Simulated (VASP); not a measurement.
# BaOs2 (P6_3/mmc) in VASP: single point with PBE

Aim: the single point of BaOs2 with PBE.

All numbers are computed with VASP 6.6.1; they aren't measurements. Logs are shortened: lines on timing, memory, paths and dates and some standing lists are left out, and cuts for length are marked.

## (1) The cell of the first run

It takes space group P6_3/mmc (No. 194, hexagonal). Conventional cell: a = 3.645 Å, b = 3.645 Å, c = 15.886 Å, α = 90.00°, β = 90.00°, γ = 120.00°. Within 5.2 Å of Ba (site symmetry -6m2) lie 14 Os at 3.64 to 5.15 Å and 6 Ba at 3.65 Å. Within 3.8 Å of Os (site symmetry 3m) lie 9 Os at 2.91 to 3.65 Å and 3 Ba at 3.64 Å.

The cell was built from a structure type or drawn by symmetry, and may not be a known phase.

## (2) Single point, PBE

INCAR

```
  PREC = Accurate
  ENCUT = 520
  EDIFF = 1E-6
  ISMEAR = 0
  SIGMA = 0.1
  LREAL = F
  LASPH = T
  NELM = 80
  ALGO = Normal
  ISIF = 2
  LWAVE = F
  LCHARG = F
  GGA = PE
  NBANDS = 35
```

KPOINTS

```
regular mesh
0
Gamma
  6 6 1
```

POSCAR

```
BaOs2
1.0
    3.6453247800      0.0000000000      0.0000000000
   -1.8226623900      3.1569438700      0.0000000000
    0.0000000000      0.0000000000     15.8857142800
Ba Os
2 4
Direct
    0.3333333300      0.6666666700      0.7500000000
    0.6666666700      0.3333333300      0.2500000000
    0.6666666700      0.3333333300      0.9368952300
    0.3333333300      0.6666666700      0.0631047700
    0.3333333300      0.6666666700      0.4368952300
    0.6666666700      0.3333333300      0.5631047700
```

Potentials or basis: VASP PAW PBE potentials, release 64 (Ba_sv, Os).

Launch:

```sh
$ cat potpaw_PBE.64/Ba_sv/POTCAR potpaw_PBE.64/Os/POTCAR > POTCAR
$ mpirun -np 1 vasp_std > vasp.out
```

OUTCAR:

```text
PREC = Accurate
   ENCUT = 520
   EDIFF = 1E-6
   ISMEAR = 0
   LREAL = F
   LASPH = T
   NELM = 80
   ISIF = 2
   GGA = PE

 ion  position               nearest neighbor table
   1  0.333  0.667  0.750-   3 3.64   6 3.64   3 3.64   6 3.64   3 3.64   6 3.64
   2  0.667  0.333  0.250-   4 3.64   5 3.64   4 3.64   5 3.64   4 3.64   5 3.64
   3  0.667  0.333  0.937-   4 2.91   4 2.91   4 2.91   1 3.64   1 3.64   1 3.64
   4  0.333  0.667  0.063-   3 2.91   3 2.91   3 2.91   2 3.64   2 3.64   2 3.64
   5  0.333  0.667  0.437-   6 2.91   6 2.91   6 2.91   2 3.64   2 3.64   2 3.64
   6  0.667  0.333  0.563-   5 2.91   5 2.91   5 2.91   1 3.64   1 3.64   1 3.64

  LATTYP: Found a hexagonal cell.
 ALAT       =     3.6453247800
 C/A-ratio  =     4.3578323575

  Lattice vectors:

 A1 = (   3.6453247800,   0.0000000000,   0.0000000000)
 A2 = (  -1.8226623900,   3.1569438700,   0.0000000000)
 A3 = (   0.0000000000,   0.0000000000,  15.8857142800)

Analysis of symmetry for initial positions (statically):
=====================================================================
 Subroutine PRICEL returns:
 Original cell was already a primitive cell.

 Routine SETGRP: Setting up the symmetry group for a
 hexagonal supercell.

 Subroutine GETGRP returns: Found 24 space group operations
 (whereof 12 operations were pure point group operations)
 out of a pool of 24 trial point group operations.

The static configuration has the point symmetry D_3d.
 The point group associated with its full space group is D_6h.

Analysis of symmetry for dynamics (positions and initial velocities):
=====================================================================
 Subroutine PRICEL returns:
 Original cell was already a primitive cell.

 Routine SETGRP: Setting up the symmetry group for a
 hexagonal supercell.

 Subroutine GETGRP returns: Found 24 space group operations
 (whereof 12 operations were pure point group operations)
 out of a pool of 24 trial point group operations.

The dynamic configuration has the point symmetry D_3d.
 The point group associated with its full space group is D_6h.

 Subroutine INISYM returns: Found 24 space group operations
 (whereof 12 operations are pure point group operations),
 and found     1 'primitive' translations

----------------------------------------------------------------------------------------

                                     Primitive cell

  volume of cell :     182.8142

  direct lattice vectors                    reciprocal lattice vectors
     3.645324780  0.000000000  0.000000000     0.274323979  0.158381023  0.000000000
    -1.822662390  3.156943870  0.000000000     0.000000000  0.316762046  0.000000000
     0.000000000  0.000000000 15.885714280     0.000000000  0.000000000  0.062949640

  length of vectors
     3.645324780  3.645324785 15.885714280     0.316762047  0.316762046  0.062949640

  position of ions in fractional coordinates (direct lattice)
     0.333333330  0.666666670  0.750000000
     0.666666670  0.333333330  0.250000000
     0.666666670  0.333333330  0.936895230
     0.333333330  0.666666670  0.063104770
     0.333333330  0.666666670  0.436895230
     0.666666670  0.333333330  0.563104770

  ion indices of the primitive-cell ions
   primitive index   ion index
                 1           1
                 2           2
                 3           3
                 4           4
                 5           5
                 6           6

----------------------------------------------------------------------------------------

 KPOINTS: regular mesh

Automatic generation of k-mesh.
 Grid dimensions read from file:
 generate k-points for:    6    6    1

 Generating k-lattice:

  Cartesian coordinates                     Fractional coordinates (reciprocal lattice)
     0.045720663  0.026396837  0.000000000     0.166666667  0.000000000  0.000000000
     0.000000000  0.052793674  0.000000000     0.000000000  0.166666667  0.000000000
     0.000000000  0.000000000  0.062949640     0.000000000  0.000000000  1.000000000

  Length of vectors
     0.052793674  0.052793674  0.062949640

  Shift w.r.t. Gamma in fractional coordinates (k-lattice)
     0.000000000  0.000000000  0.000000000

 Subroutine IBZKPT returns following result:
 ===========================================

 Found      7 irreducible k-points:

 Following reciprocal coordinates:
            Coordinates               Weight
  0.000000  0.000000  0.000000      1.000000
  0.166667  0.000000  0.000000      6.000000
  0.333333  0.000000  0.000000      6.000000
  0.500000  0.000000  0.000000      3.000000
  0.166667  0.166667  0.000000      6.000000
  0.333333  0.166667  0.000000     12.000000
  0.333333  0.333333  0.000000      2.000000
   k-points           NKPTS =      7   k-points in BZ     NKDIM =      7   number of bands    NBANDS=     35
   number of dos      NEDOS =    301   number of ions     NIONS =      6
   total plane-waves  NPLWV =  94080
   dimension x,y,z NGX =    28 NGY =   28 NGZ =  120
   dimension x,y,z NGXF=    56 NGYF=   56 NGZF=  240
   ions per type =               2   4
   NGX,Y,Z   is equivalent  to a cutoff of  12.77, 12.77, 12.56 a.u.
   NGXF,Y,Z  is equivalent  to a cutoff of  25.54, 25.54, 25.12 a.u.
 SYSTEM =  unknown system
   PREC   = accura    normal or accurate (medium, high low for compatibility)
   ISTART =      0    job   : 0-new  1-cont  2-samecut
   ICHARG =      2    charge: 1-file 2-atom 10-const
   ISPIN  =      1    spin polarized calculation?
   LNONCOLLINEAR =      F non collinear calculations
   LSORBIT =      F    spin-orbit coupling
   LASPH  =      T    aspherical Exc in radial PAW
   ENCUT  =  520.0 eV  38.22 Ry    6.18 a.u.   6.78  6.78 29.54*2*pi/ulx,y,z
   NELM   =     80;   NELMIN=  2; NELMDL= -5     # of ELM steps
   EDIFF  = 0.1E-05   stopping-criterion for ELM
   LREAL  =      F    real-space projection
[... 7 lines left out ...]
   TEBEG  =    0.0;   TEEND  =   0.0 temperature during run
   PSTRESS=    0.0 pullay stress
   NELECT =      52.0000    total number of electrons
   NUPDOWN=      -1.0000    fix difference up-down
   EMIN   =  10.00;   EMAX   =-10.00  energy-range for DOS
   EFERMI =   0.00;   METHOD = LEGACY
   ISMEAR =     0;   SIGMA  =   0.10  broadening in eV -4-tet -1-fermi 0-gaus
   EFERMI_NEDOS =   21; number of points for ismear=-14 and -15
   IALGO  =     38    algorithm
   IMIX   =      4    mixing-type and parameters
     AMIX     =   0.40;   BMIX     =  1.00
     AMIX_MAG =   1.60;   BMIX_MAG =  1.00
  volume/ion in A,a.u.               =      30.47       205.62
  Fermi-wavevector in a.u.,A,eV,Ry     =   1.076645  2.034565 15.771400  1.159165
  Thomas-Fermi vector in A             =   2.212535
   LORBIT       =      0    0 simple, 1 ext, 2 COOP (PROOUT), +10 PAW based schemes
   GGA     = PE    functional components
   LHFCALC =     F    Hartree Fock is set to
   AEXX    =    0.0000 exact exchange contribution
   IVDW    =     0    specifies the selected vdW correction
   LEPSILON=     F    determine dielectric tensor
   LRPA    =     F    only Hartree local field effects (RPA)
 non-spin polarized calculation
 Gauss-broadening in eV      SIGMA  =   0.10
  energy-cutoff  :      520.00
  volume of cell :      182.81
 maximum number of plane-waves:      4958
 NGX is ok and might be reduce to    28
   NGX = 13   NGY = 13   NGZ = 59

 number of electron      51.9999997 magnetization

 Free energy of the ion-electron system (eV)
  ---------------------------------------------------
  ext. energy  EPLUGINS =         0.00000000
  ---------------------------------------------------
  free energy    TOTEN  =       -34.78110806 eV

  energy without entropy =      -34.69286776  energy(sigma->0) =      -34.73698791

 E-fermi :   2.7753     XC(G=0):  -9.9217

 val. band max:        2.7665389640   @ k =   0.1667   0.0000   0.0000
 cond. band min:       2.7774380864   @ k =   0.5000   0.0000   0.0000
 fundamental gap:      0.0108991224
 Fermi energy:         2.7753497171

 k-point     1 :       0.0000    0.0000    0.0000
  band No.  band energies     occupation
      1     -25.3154      2.00000
      2     -25.3153      2.00000
      3     -10.4087      2.00000
      4     -10.3999      2.00000
      5      -9.6350      2.00000
      6      -9.6350      2.00000
[... 27 lines left out ...]
     34       3.5848      0.00000
     35       4.7367      0.00000

 k-point     2 :       0.1667    0.0000    0.0000
  band No.  band energies     occupation
      1     -25.2439      2.00000
      2     -25.2438      2.00000
      3     -10.3116      2.00000
      4     -10.3053      2.00000
      5     -10.1841      2.00000
      6     -10.1837      2.00000
[... 27 lines left out ...]
     34       4.0755      0.00000
     35       5.0233      0.00000

 k-point     3 :       0.3333    0.0000    0.0000
  band No.  band energies     occupation
      1     -25.0953      2.00000
      2     -25.0953      2.00000
      3     -11.1310      2.00000
      4     -11.1305      2.00000
      5     -10.1080      2.00000
      6     -10.1059      2.00000
[... 27 lines left out ...]
     34       4.1086      0.00000
     35       4.8188      0.00000

 k-point     4 :       0.5000    0.0000    0.0000
  band No.  band energies     occupation
      1     -25.0180      2.00000
      2     -25.0180      2.00000
      3     -11.5531      2.00000
      4     -11.5527      2.00000
      5     -10.0805      2.00000
      6     -10.0805      2.00000
[... 27 lines left out ...]
     34       4.2912      0.00000
     35       4.2964      0.00000

 k-point     5 :       0.1667    0.1667    0.0000
  band No.  band energies     occupation
      1     -25.1333      2.00000
      2     -25.1332      2.00000
      3     -10.8147      2.00000
      4     -10.8142      2.00000
      5     -10.1604      2.00000
      6     -10.1573      2.00000
[... 27 lines left out ...]
     34       4.4609      0.00000
     35       4.8389      0.00000

 k-point     6 :       0.3333    0.1667    0.0000
  band No.  band energies     occupation
      1     -25.0184      2.00000
      2     -25.0184      2.00000
      3     -11.3352      2.00000
      4     -11.3349      2.00000
      5     -10.3796      2.00000
      6     -10.3795      2.00000
[... 27 lines left out ...]
     34       4.8288      0.00000
     35       4.9954      0.00000

 k-point     7 :       0.3333    0.3333    0.0000
  band No.  band energies     occupation
      1     -24.9795      2.00000
      2     -24.9795      2.00000
      3     -11.0315      2.00000
      4     -11.0315      2.00000
      5     -11.0220      2.00000
      6     -11.0219      2.00000
[... 27 lines left out ...]
     34       5.2024      0.00000
     35       5.6584      0.00000

------------------------ aborting loop because EDIFF is reached ----------------------------------------

  FORCE on cell =-STRESS in cart. coord.  units (eV):
  Direction    XX          YY          ZZ          XY          YZ          ZX
  --------------------------------------------------------------------------------------
  -------------------------------------------------------------------------------------
  Total      -20.3309482    -20.3309483    -25.9109619      0.0000000     -0.0000000      0.0000000
  in kB     -178.1797651   -178.1797658   -227.0828221      0.0000000     -0.0000000      0.0000000
  external PRESSURE =    -194.4807843 kB  Pullay stress =       0.0000000 kB

 VOLUME and BASIS-vectors are now :
 -----------------------------------------------------------------------------
  energy-cutoff  :      520.00
  volume of cell :      182.81
      direct lattice vectors                 reciprocal lattice vectors
     3.645324780  0.000000000  0.000000000     0.274323979  0.158381023  0.000000000
    -1.822662390  3.156943870  0.000000000     0.000000000  0.316762046  0.000000000
     0.000000000  0.000000000 15.885714280     0.000000000  0.000000000  0.062949640

 POSITION                                       TOTAL-FORCE (eV/Angst)
 -----------------------------------------------------------------------------------
     -0.00000      2.10463     11.91429        -0.000000     -0.000000      0.000000
      1.82266      1.05231      3.97143        -0.000000      0.000000      0.000000
      1.82266      1.05231     14.88325         0.000000     -0.000000      3.227798
     -0.00000      2.10463      1.00246         0.000000      0.000000     -3.227798
     -0.00000      2.10463      6.94039         0.000000      0.000000      3.227798
      1.82266      1.05231      8.94532        -0.000000     -0.000000     -3.227798
 -----------------------------------------------------------------------------------
    total drift:                               -0.000005      0.000003     -0.000000

  FREE ENERGIE OF THE ION-ELECTRON SYSTEM (eV)
  ---------------------------------------------------
  free  energy   TOTEN  =       -34.7811080625 eV

  energy  without entropy=      -34.6928677566  energy(sigma->0) =      -34.73698791
```

Run time: 2.3 min. Hardware: 1 thread of Intel Xeon 8259CL, shared host; peak memory 0.3 GiB.

Results:

- Free energy: -34.7811 eV
- Pressure: -19.4 GPa
- Largest force: 3.228 eV/Å
- Band gap on the k mesh: zero (bands 26 and 27 overlap by 0.33 eV)

Forces on the atoms (eV/Å):
```
Ba   0.000  0.000  0.000
Ba   0.000  0.000  0.000
Os   0.000  0.000  3.228
Os   0.000  0.000 -3.228
Os   0.000  0.000  3.228
Os   0.000  0.000 -3.228
```

Stress tensor (GPa, compression positive):
```
-17.82   0.00   0.00
  0.00 -17.82   0.00
  0.00   0.00 -22.71
```

Caveat: the k points lie up to 0.40 Å⁻¹ apart; spin-orbit coupling is left out, which moves the levels of the heavy elements; forces of over 1 eV/Å act on the atoms, so gaps and moduli don't describe the material at rest.
